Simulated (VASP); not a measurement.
A run of VASP 6.6.1 is set up as follows.

The input INCAR:

```
SYSTEM = GaSb
PREC     = Accurate       ! precision mode
ENCUT    = 520            ! plane-wave cutoff, eV
EDIFF    = 1E-6           ! SCF threshold, eV
ISMEAR   = 0              ! smearing method
SIGMA    = 0.15           ! smearing width, eV
LREAL    = .FALSE.        ! projectors in reciprocal space
LASPH    = .TRUE.         ! aspherical terms in the spheres
NELM     = 60             ! most SCF steps
ALGO     = Normal         ! electronic algorithm
ISIF     = 2              ! what is computed and relaxed
LWAVE    = .FALSE.        ! write WAVECAR
LCHARG   = .FALSE.        ! write CHGCAR
GGA      = PE             ! functional
NBANDS   = 16             ! bands
```

Contents of KPOINTS:

```
regular mesh
0
G
  16 16 16
  0 0 0
```

The input POSCAR:

```
GaSb
1.0
   -1.7289742592      2.6552267728      2.5946538071
    1.7289742592     -2.6552267728      2.5946538071
    1.7289742592      2.6552267728     -2.5946538071
Ga Sb
1 1
Direct
    0.0000000000      0.0000000000      0.0000000000
    0.5000000000      0.5000000000      0.0000000000
```

Potentials or basis: VASP PAW PBE potentials, release 64 (Ga_d, Sb).

Launch:

```sh
$ cat potpaw_PBE.64/Ga_d/POTCAR potpaw_PBE.64/Sb/POTCAR > POTCAR
$ mpirun -np 1 vasp_std > vasp.out
```

Question: Predict the pressure.

Answer: 4.0 GPa.

Question: Predict the band gap on the k mesh.

Answer: Zero (bands 9 and 10 overlap by 5.50 eV).

Stress tensor (GPa, compression positive):
```
-4.37  0.00  0.00
 0.00 -3.55  0.00
 0.00  0.00 19.83
```

Caveat: the cell differs from its parent crystal (strain +e along x and -e along y +0.0267, strain +e along z and -e/2 along x and y -0.1000); the stress differs along the axes, from -4 to 20 GPa; spin-orbit coupling is left out, which moves the levels of the heavy elements.
